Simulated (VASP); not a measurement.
**Si (a cell with a defect): single point with PBE**

The system is Si (a cell with a defect).

```
Si
1.0
    10.94043    0.00000    0.00000
     0.00000   10.94043    0.00000
     0.00000    0.00000   10.94043
Si
63
Direct
  0.74983 0.24883 0.00001
  0.74983 0.00001 0.24883
  0.99988 0.99997 0.99997
  0.25801 0.24199 0.99661
  0.50003 0.50012 0.99997
  0.73499 0.76501 0.99914
  0.25801 0.99661 0.24199
  0.50339 0.24199 0.24199
  0.75089 0.50015 0.25051
  0.50003 0.99997 0.50012
  0.75089 0.25051 0.50015
  0.73499 0.99914 0.76501
  0.99816 0.50184 0.99927
  0.25117 0.75017 0.00001
  0.00236 0.24854 0.24854
  0.25146 0.49764 0.24854
  0.49999 0.75017 0.24883
  0.99816 0.99927 0.50184
  0.25146 0.24854 0.49764
  0.50073 0.50184 0.50184
  0.74827 0.75173 0.50346
  0.25117 0.00001 0.75017
  0.49999 0.24883 0.75017
  0.74827 0.50346 0.75173
  0.99985 0.74911 0.25051
  0.99985 0.50015 0.50015
  0.24949 0.74911 0.50015
  0.99985 0.25051 0.74911
  0.24949 0.50015 0.74911
  0.50086 0.76501 0.76501
  0.99654 0.75173 0.75173
  0.62414 0.10999 0.10999
  0.87551 0.37485 0.12589
  0.87551 0.12589 0.37485
  0.12846 0.12327 0.12327
  0.37673 0.37154 0.12327
  0.62501 0.62617 0.12483
  0.87383 0.87499 0.12483
  0.37673 0.12327 0.37154
  0.62427 0.37316 0.37316
  0.87354 0.62646 0.37736
  0.62501 0.12483 0.62617
  0.87354 0.37736 0.62646
  0.87383 0.12483 0.87499
  0.12515 0.62449 0.12589
  0.39001 0.87586 0.10999
  0.12515 0.37485 0.37485
  0.37411 0.62449 0.37485
  0.62497 0.87503 0.37488
  0.12515 0.12589 0.62449
  0.37411 0.37485 0.62449
  0.62161 0.63301 0.63301
  0.86699 0.87839 0.63301
  0.39001 0.10999 0.87586
  0.62497 0.37488 0.87503
  0.86699 0.63301 0.87839
  0.12684 0.87573 0.37316
  0.12264 0.62646 0.62646
  0.37517 0.87499 0.62617
  0.12684 0.37316 0.87573
  0.37517 0.62617 0.87499
  0.56250 0.93750 0.93750
  0.12512 0.87503 0.87503
```

- Program: VASP 6.6.1
- Task: single point
- Functional: PBE
- Potentials or basis: VASP PAW PBE potentials, release 64 (Si)
- Cutoff: 400 eV
- k mesh: 2 × 2 × 2, shifted
- Occupations: gaussian, width 0.01 eV
- Spin: no spin polarisation
- Dipole correction: no
- Further INCAR settings: LREAL = Auto; ALGO = Normal; EDIFF = 1e-06; NBANDS = 163

```yaml
Pressure: -1.7 GPa
Largest_force: 0.008 eV/Å
Band_gap_on_the_k_mesh: 0.23 eV
```

Forces on the atoms (eV/Å):
```
Si   0.001  0.002 -0.004
Si   0.001 -0.004  0.002
Si   0.004  0.000  0.000
Si  -0.005  0.005  0.005
Si   0.000 -0.004  0.000
Si   0.002 -0.002  0.006
Si  -0.005  0.005  0.005
Si  -0.005  0.005  0.005
Si   0.000  0.001 -0.002
Si   0.000  0.000 -0.004
Si   0.000 -0.002  0.001
Si   0.002  0.006 -0.002
Si  -0.001  0.001 -0.003
Si  -0.002 -0.001 -0.004
Si   0.000  0.000  0.000
Si   0.000  0.000  0.000
Si   0.004 -0.001  0.002
Si  -0.001 -0.003  0.001
Si   0.000  0.000  0.000
Si   0.003  0.001  0.001
Si   0.000  0.000  0.002
Si  -0.002 -0.004 -0.001
Si   0.004  0.002 -0.001
Si   0.000  0.002  0.000
Si  -0.001  0.000 -0.002
Si   0.000  0.000  0.000
Si   0.002  0.000  0.001
Si  -0.001 -0.002  0.000
Si   0.002  0.001  0.000
Si  -0.006 -0.002 -0.002
Si  -0.002  0.000  0.000
Si   0.006  0.002  0.002
Si  -0.002 -0.001  0.000
Si  -0.002  0.000 -0.001
Si   0.002  0.000  0.000
Si   0.000 -0.002  0.000
Si  -0.004 -0.002  0.001
Si   0.002  0.004  0.001
Si   0.000  0.000 -0.002
Si  -0.003 -0.001 -0.001
Si   0.000  0.000  0.000
Si  -0.004  0.001 -0.002
Si   0.000  0.000  0.000
Si   0.002  0.001  0.004
Si   0.001  0.002  0.000
Si  -0.002 -0.006  0.002
Si   0.000  0.000  0.000
Si   0.000  0.002 -0.001
Si   0.000  0.000  0.004
Si   0.001  0.000  0.002
Si   0.000 -0.001  0.002
Si   0.005 -0.005 -0.005
Si   0.005 -0.005 -0.005
Si  -0.002  0.002 -0.006
Si   0.000  0.004  0.000
Si   0.005 -0.005 -0.005
Si   0.001  0.003 -0.001
Si   0.000  0.000  0.000
Si  -0.001  0.004 -0.002
Si   0.001 -0.001  0.003
Si  -0.001 -0.002  0.004
Si   0.000  0.000  0.000
Si  -0.004  0.000  0.000
```

Stress tensor (GPa, compression positive):
```
-1.72  0.36  0.36
 0.36 -1.72 -0.36
 0.36 -0.36 -1.72
```

Levels at points of the mesh, in eV from the valence-band top:
| k point | band 122 | band 123 | band 124 | band 125 | band 126 | band 127 | band 128 | band 129 | band 130 | band 131 |
| --- | --- | --- | --- | --- | --- | --- | --- | --- | --- | --- |
| (0.25, 0.25, 0.25) | -0.83 | -0.59 | -0.42 | -0.35 | -0.28 | 0.31 | 0.65 | 0.96 | 1.01 | 1.09 |

It took 7.1 min on 1 thread of Intel Xeon 8259CL, on a shared host, peak memory 0.75 GiB.
